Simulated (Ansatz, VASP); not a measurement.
# SnTe: VASP beside Ansatz

```
CELL_PARAMETERS angstrom
5.27791 0.00000 0.00000
-2.63896 4.57081 0.00000
0.00000 0.00000 6.29279
ATOMIC_POSITIONS crystal
Sn 0.33333 0.66667 0.25000
Sn 0.66667 0.33333 0.75000
Te 0.66667 0.33333 0.25000
Te 0.33333 0.66667 0.75000
```

Alike in both runs: task single point; functional r2SCAN; k mesh 6 × 6 × 4; no spin polarisation.

```csv
,VASP,Ansatz
version,VASP 6.6.1,Ansatz 0.2.0
potentials or method,"VASP PAW PBE potentials, release 64 (Sn_d, Te)","plane waves, PAW"
plane-wave cutoff (eV),520,500
occupations,"gaussian, width 0.01 eV",fixed
valence electrons in the cell,40,60
```

```tsv
	VASP	Ansatz	Ansatz less VASP
gap on the k mesh at the Fermi level (eV)	0.25	0.26	+0.004
pressure (GPa)	2.3	2.3	-0.01
traceless stress, the component that is largest in VASP (GPa)	0.10	0.10	-0.005
```

VASP's potentials were made for PBE, not for r2SCAN. VASP's potentials hold 40 valence electrons a cell and Ansatz's 60, so a difference there can come from the potentials and not from the codes.

Spin-orbit coupling is off throughout.
